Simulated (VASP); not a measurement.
# PbF2 in VASP: a series of runs, part 2 of 2

VASP 6.6.1. Earlier steps stand in the parts before.

**3. Single point, PBE**

Input file INCAR:

```
  PREC = Accurate
  ENCUT = 600
  EDIFF = 1E-6
  ISMEAR = 0
  SIGMA = 0.1
  LREAL = F
  LASPH = T
  NELM = 120
  ALGO = Normal
  ISIF = 2
  LWAVE = F
  LCHARG = F
  GGA = PE
  ISYM = 0
  NBANDS = 21
  GGA_COMPAT = F
```

Input file KPOINTS:

```
Automatic mesh
0
Gamma
  1 3 3
```

Input file POSCAR:

```
PbF2
1.0
    0.0000000000      2.9579484323      2.9579484323
    2.9579484323      0.0000000000      2.9579484323
    2.9579484323      2.9579484323      0.0000000000
Pb F
1 2
Direct
    0.0000000000      0.0000000000      0.0000000000
    0.7500000000      0.7500000000      0.7500000000
    0.2500000000      0.2500000000      0.2500000000
```

Potentials or basis: VASP PAW PBE potentials, release 64 (Pb_d, F).

Command:

```sh
$ cat potpaw_PBE.64/Pb_d/POTCAR potpaw_PBE.64/F/POTCAR > POTCAR
$ mpirun -np 1 vasp_std > vasp.out
```

OUTCAR:

```text
PREC = Accurate
   ENCUT = 600
   EDIFF = 1E-6
   ISMEAR = 0
   LREAL = F
   LASPH = T
   NELM = 120
   ISIF = 2
   GGA = PE
   ISYM = 0

 ion  position               nearest neighbor table
   1  0.000  0.000  0.000-   2 2.56   3 2.56   2 2.56   2 2.56   3 2.56   2 2.56   3 2.56   3 2.56

   2  0.750  0.750  0.750-   1 2.56   1 2.56   1 2.56   1 2.56
   3  0.250  0.250  0.250-   1 2.56   1 2.56   1 2.56   1 2.56

IMPORTANT INFORMATION: All symmetrisations will be switched off!
NOSYMM: (Re-)initialisation of all symmetry stuff for point group C_1.

----------------------------------------------------------------------------------------

                                     Primitive cell

  volume of cell :      51.7609

  direct lattice vectors                    reciprocal lattice vectors
     0.000000000  2.957948432  2.957948432    -0.169036077  0.169036077  0.169036077
     2.957948432  0.000000000  2.957948432     0.169036077 -0.169036077  0.169036077
     2.957948432  2.957948432  0.000000000     0.169036077  0.169036077 -0.169036077

  length of vectors
     4.183170790  4.183170790  4.183170790     0.292779074  0.292779074  0.292779074

  position of ions in fractional coordinates (direct lattice)
     0.000000000  0.000000000  0.000000000
     0.750000000  0.750000000  0.750000000
     0.250000000  0.250000000  0.250000000

  ion indices of the primitive-cell ions
   primitive index   ion index
                 1           1
                 2           2
                 3           3

----------------------------------------------------------------------------------------

 KPOINTS: Automatic mesh

Automatic generation of k-mesh.
 Grid dimensions read from file:
 generate k-points for:    1    3    3

 Generating k-lattice:

  Cartesian coordinates                     Fractional coordinates (reciprocal lattice)
    -0.169036077  0.169036077  0.169036077     1.000000000  0.000000000  0.000000000
     0.056345359 -0.056345359  0.056345359     0.000000000  0.333333333  0.000000000
     0.056345359  0.056345359 -0.056345359     0.000000000  0.000000000  0.333333333

  Length of vectors
     0.292779074  0.097593025  0.097593025

  Shift w.r.t. Gamma in fractional coordinates (k-lattice)
     0.000000000  0.000000000  0.000000000

 -----------------------------------------------------------------------------
|                                                                             |
|           W    W    AA    RRRRR   N    N  II  N    N   GGGG   !!!           |
|           W    W   A  A   R    R  NN   N  II  NN   N  G    G  !!!           |
|           W    W  A    A  R    R  N N  N  II  N N  N  G       !!!           |
|           W WW W  AAAAAA  RRRRR   N  N N  II  N  N N  G  GGG   !            |
|           WW  WW  A    A  R   R   N   NN  II  N   NN  G    G                |
|           W    W  A    A  R    R  N    N  II  N    N   GGGG   !!!           |
|                                                                             |
|     Your reciprocal lattice and k-lattice belong to different lattice       |
|     classes:                                                                |
|                                                                             |
|        The reciprocal lattice is body-centered cubic,                       |
|        whereas your k-lattice is face-centered orthorhombic.                |
|                                                                             |
|     Results are often still useful ...                                      |
|                                                                             |
 -----------------------------------------------------------------------------

 WARNING: IBZKPT: internal override: KBLOWUP is changed to .FALSE.
      ... skipping the blow-up phase ...

 Subroutine IBZKPT returns following result:
 ===========================================

 Found      5 irreducible k-points:

 Following reciprocal coordinates:
            Coordinates               Weight
  0.000000  0.000000  0.000000      1.000000
  0.000000  0.333333  0.000000      2.000000
  0.000000  0.000000  0.333333      2.000000
  0.000000  0.333333  0.333333      2.000000
  0.000000 -0.333333  0.333333      2.000000
   k-points           NKPTS =      5   k-points in BZ     NKDIM =      5   number of bands    NBANDS=     21
   number of dos      NEDOS =    301   number of ions     NIONS =      3
   total plane-waves  NPLWV =  46656
   dimension x,y,z NGX =    36 NGY =   36 NGZ =   36
   dimension x,y,z NGXF=    72 NGYF=   72 NGZF=   72
   ions per type =               1   2
   NGX,Y,Z   is equivalent  to a cutoff of  14.31, 14.31, 14.31 a.u.
   NGXF,Y,Z  is equivalent  to a cutoff of  28.61, 28.61, 28.61 a.u.
 SYSTEM =  unknown system
   PREC   = accura    normal or accurate (medium, high low for compatibility)
   ISTART =      0    job   : 0-new  1-cont  2-samecut
   ICHARG =      2    charge: 1-file 2-atom 10-const
   ISPIN  =      1    spin polarized calculation?
   LNONCOLLINEAR =      F non collinear calculations
   LSORBIT =      F    spin-orbit coupling
   LASPH  =      T    aspherical Exc in radial PAW
   ENCUT  =  600.0 eV  44.10 Ry    6.64 a.u.   8.35  8.35  8.35*2*pi/ulx,y,z
   NELM   =    120;   NELMIN=  2; NELMDL= -5     # of ELM steps
   EDIFF  = 0.1E-05   stopping-criterion for ELM
   LREAL  =      F    real-space projection
   EDIFFG = 0.1E-04   stopping-criterion for IOM
   NSW    =      0    number of steps for IOM
   IBRION =     -1    ionic relax: 0-MD 1-quasi-New 2-CG
   NFREE  =      0    steps in history (QN), initial steepest desc. (CG)
   ISIF   =      2    stress and relaxation
   ISYM   =      0    0-nonsym 1-usesym 2-fastsym
   POTIM  = 0.5000    time-step for ionic-motion
   TEBEG  =    0.0;   TEEND  =   0.0 temperature during run
   PSTRESS=    0.0 pullay stress
   NELECT =      28.0000    total number of electrons
   NUPDOWN=      -1.0000    fix difference up-down
   EMIN   =  10.00;   EMAX   =-10.00  energy-range for DOS
   EFERMI =   0.00;   METHOD = LEGACY
   ISMEAR =     0;   SIGMA  =   0.10  broadening in eV -4-tet -1-fermi 0-gaus
   EFERMI_NEDOS =   21; number of points for ismear=-14 and -15
   IALGO  =     38    algorithm
   IMIX   =      4    mixing-type and parameters
     AMIX     =   0.40;   BMIX     =  1.00
     AMIX_MAG =   1.60;   BMIX_MAG =  1.00
  volume/ion in A,a.u.               =      17.25       116.43
  Fermi-wavevector in a.u.,A,eV,Ry     =   1.333911  2.520727 24.209105  1.779319
  Thomas-Fermi vector in A             =   2.462733
   LORBIT       =      0    0 simple, 1 ext, 2 COOP (PROOUT), +10 PAW based schemes
   GGA     = PE    functional components
   LHFCALC =     F    Hartree Fock is set to
   AEXX    =    0.0000 exact exchange contribution
   IVDW    =     0    specifies the selected vdW correction
   LEPSILON=     F    determine dielectric tensor
   LRPA    =     F    only Hartree local field effects (RPA)
 non-spin polarized calculation
 Gauss-broadening in eV      SIGMA  =   0.10
  energy-cutoff  :      600.00
  volume of cell :       51.76
 maximum number of plane-waves:      1759
 NGX is ok and might be reduce to    36
   NGX = 17   NGY = 17   NGZ = 17

 number of electron      28.0000009 magnetization

 Free energy of the ion-electron system (eV)
  ---------------------------------------------------
  ext. energy  EPLUGINS =         0.00000000
  ---------------------------------------------------
  free energy    TOTEN  =       -14.30922103 eV

  energy without entropy =      -14.30922103  energy(sigma->0) =      -14.30922103

 E-fermi :   2.4851     XC(G=0):  -9.4325

 val. band max:        1.9902523260   @ k =   0.0000  -0.3333   0.3333
 cond. band min:       6.6037996854   @ k =   0.0000   0.3333   0.3333
 fundamental gap:      4.6135473594
 Fermi energy:         2.4850815745

 k-point     1 :       0.0000    0.0000    0.0000
  band No.  band energies     occupation
      1     -19.0849      2.00000
      2     -18.4478      2.00000
      3     -12.5866      2.00000
      4     -12.5843      2.00000
      5     -12.5786      2.00000
      6     -12.5298      2.00000
[... 94 lines left out ...]
      5     -12.5158      2.00000
      6     -12.4253      2.00000
[... 13 lines left out ...]
     20      17.9459      0.00000
     21      18.6599      0.00000

------------------------ aborting loop because EDIFF is reached ----------------------------------------

  FORCE on cell =-STRESS in cart. coord.  units (eV):
  Direction    XX          YY          ZZ          XY          YZ          ZX
  --------------------------------------------------------------------------------------
  -------------------------------------------------------------------------------------
  Total       -0.0184220      1.3912808      1.3912951      0.0000143      0.9530245     -0.0000107
  in kB       -0.5702232     43.0649144     43.0653579      0.0004413     29.4993782     -0.0003316
  external PRESSURE =      28.5200164 kB  Pullay stress =       0.0000000 kB

 VOLUME and BASIS-vectors are now :
 -----------------------------------------------------------------------------
  energy-cutoff  :      600.00
  volume of cell :       51.76
      direct lattice vectors                 reciprocal lattice vectors
     0.000000000  2.957948432  2.957948432    -0.169036077  0.169036077  0.169036077
     2.957948432  0.000000000  2.957948432     0.169036077 -0.169036077  0.169036077
     2.957948432  2.957948432  0.000000000     0.169036077  0.169036077 -0.169036077

 POSITION                                       TOTAL-FORCE (eV/Angst)
 -----------------------------------------------------------------------------------
      0.00000      0.00000      0.00000        -0.000005      0.000028      0.000009
      4.43692      4.43692      4.43692         0.354492     -0.000008      0.000005
      1.47897      1.47897      1.47897        -0.354487     -0.000020     -0.000014
 -----------------------------------------------------------------------------------
    total drift:                                0.000048      0.000032      0.000018

  FREE ENERGIE OF THE ION-ELECTRON SYSTEM (eV)
  ---------------------------------------------------
  free  energy   TOTEN  =       -14.3092210291 eV

  energy  without entropy=      -14.3092210291  energy(sigma->0) =      -14.30922103
```

stdout:

```text
POSCAR found type information on POSCAR PbF
 POSCAR found :  2 types and       3 ions
 scaLAPACK will be used
 LDA part: xc-table for (Slater+PW92), standard interpolation
 -----------------------------------------------------------------------------
|                                                                             |
|           W    W    AA    RRRRR   N    N  II  N    N   GGGG   !!!           |
|           W    W   A  A   R    R  NN   N  II  NN   N  G    G  !!!           |
|           W    W  A    A  R    R  N N  N  II  N N  N  G       !!!           |
|           W WW W  AAAAAA  RRRRR   N  N N  II  N  N N  G  GGG   !            |
|           WW  WW  A    A  R   R   N   NN  II  N   NN  G    G                |
|           W    W  A    A  R    R  N    N  II  N    N   GGGG   !!!           |
|                                                                             |
|     Your reciprocal lattice and k-lattice belong to different lattice       |
|     classes:                                                                |
|                                                                             |
|        The reciprocal lattice is body-centered cubic,                       |
|        whereas your k-lattice is face-centered orthorhombic.                |
|                                                                             |
|     Results are often still useful ...                                      |
|                                                                             |
 -----------------------------------------------------------------------------

 POSCAR, INCAR and KPOINTS ok, starting setup
 FFT: planning ... GRIDC
 FFT: planning ... GRID_SOFT
 FFT: planning ... GRID
 WAVECAR not read
 entering main loop
```

Run time: 11 s. Hardware: 1 thread of AMD EPYC 9R45 (Zen 5), shared host; peak memory 0.17 GiB.

The run converged, but its numbers aren't listed here, since they failed a check.

Caveat: the k points lie up to 1.84 Å⁻¹ apart; spin-orbit coupling is left out, which moves the levels of the heavy elements.

**4. Single point, PBE**

Input file INCAR:

```
SYSTEM = PbF2
  ALGO = Normal
  EDIFF = 1E-6
  ENCUT = 600
  GGA = PE
  GGA_COMPAT = .FALSE.
  ISIF = 2
  ISMEAR = 0
  LASPH = .TRUE.
  LCHARG = .FALSE.
  LREAL = .FALSE.
  LWAVE = .FALSE.
  NBANDS = 21
  NELM = 120
  PREC = Accurate
  SIGMA = 0.1
```

Input file KPOINTS:

```
k-points
0
G
  4 4 4
  0 0 0
```

POSCAR is that of step 3.

Command:

```sh
$ cat potpaw_PBE.64/Pb_d/POTCAR potpaw_PBE.64/F/POTCAR > POTCAR
$ mpirun -np 1 vasp_std > vasp.out
```

Run time: 14 s. Hardware: 1 thread of AMD EPYC 9R45 (Zen 5), shared host; peak memory 0.17 GiB.

It converged, with:

```
Free energy            : -14.3318 eV
Pressure               : 2.9 GPa
Band gap on the k mesh : 4.42 eV, indirect (least direct gap 4.56 eV)
```

Levels at points of the mesh, in eV from the valence-band top:
```tsv
k point	band 11	band 12	band 13	band 14	band 15	band 16	band 17	band 18
(0.00, 0.00, 0.00)	-2.51	-2.02	-2.02	-2.02	6.78	6.78	6.78	10.66
(0.50, 0.00, 0.00)	-2.72	-2.18	-2.18	-0.04	5.03	7.69	7.69	13.23
(0.50, 0.50, 0.00)	-1.59	-1.59	-1.59	-0.15	4.42	7.92	7.92	8.95
```

Caveat: the k points lie up to 0.46 Å⁻¹ apart; spin-orbit coupling is left out, which moves the levels of the heavy elements.
